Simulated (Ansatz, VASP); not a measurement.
ZnS in VASP and in Ansatz

Contents of POSCAR:

```
ZnS
1.0
    4.1112594871      0.0000000000      0.0000000000
   -2.0556297435      3.5604551574      0.0000000000
    0.0000000000      0.0000000000      5.7460763399
Zn S
2 2
Direct
    0.3333333333      0.6666666667      0.0053880710
    0.6666666667      0.3333333333      0.5053880710
    0.3333333333      0.6666666667      0.3796119290
    0.6666666667      0.3333333333      0.8796119290
```

Contents of INCAR.step1:

```
PREC = Accurate
ENCUT = 520
ISMEAR = 0
SIGMA = 0.05
LREAL = False
LASPH = True
NELM = 100
NBANDS = 26
GGA = PE
ALGO = Normal
EDIFF = 1E-4
LWAVE = True
LCHARG = False
```

INCAR.step2

```
PREC = Accurate
ENCUT = 520
EDIFF = 1E-6
ISMEAR = 0
SIGMA = 0.05
LREAL = False
LASPH = True
NELM = 100
ALGO = Normal
ISIF = 2
LWAVE = False
LCHARG = True
METAGGA = R2SCAN
LMIXTAU = True
LELF = True
LVHAR = True
NBANDS = 26
ISTART = 1
```

KPOINTS

```
regular mesh
0
Gamma
  6 6 4
```

Input for Ansatz:

```yaml
crystal:
  lattice:
    - [4.1112594871, 0.0, 0.0]
    - [-2.0556297435, 3.5604551574, 0.0]
    - [0.0, 0.0, 5.7460763399]
  atoms:
    - { symbol: Zn, position: [0.3333333333, 0.6666666667, 0.005388071] }
    - { symbol: Zn, position: [0.6666666667, 0.3333333333, 0.505388071] }
    - { symbol: S, position: [0.3333333333, 0.6666666667, 0.379611929] }
    - { symbol: S, position: [0.6666666667, 0.3333333333, 0.879611929] }
basis:
  ecutwfc: 500
kpoints:
  mp_grid: { grid: [6, 6, 4] }
hamiltonian:
  xc: r2scan
scf:
  occupations: { method: gaussian, width: 0.05 }
output:
  forces: true
  stress: true
  eigenvalues: true
```

Change from the starting cell: strain +0.080 along x and y, -0.080 along z, atoms carried along.

Alike in both runs: task single point; functional r2SCAN; k mesh 6 × 6 × 4; occupations gaussian, width 0.05 eV; no spin polarisation.

|  | VASP | Ansatz |
| --- | --- | --- |
| version | VASP 6.6.1 | Ansatz 0.2.0 |
| potentials or method | VASP PAW PBE potentials, release 64 (Zn, S), cutoff 520 eV | scalar-relativistic, plane waves, PAW |
| valence electrons in the cell | 36 | 36 |

```csv
,VASP,Ansatz,Ansatz less VASP
gap on the k mesh at the Fermi level (eV),2.40,2.41,+0.004
least direct gap on the mesh (eV),2.40,2.41,+0.004
pressure (GPa),-1.4,-1.4,-0.04
"traceless stress, the component that is largest in VASP (GPa)",15.21,15.13,-0.082
rms of the force components (eV/Å),0.847,0.837,-0.0099
```

VASP's potentials were made for PBE, not for r2SCAN. Atom by atom the forces differ by 0.010 eV/Å (rms over components).
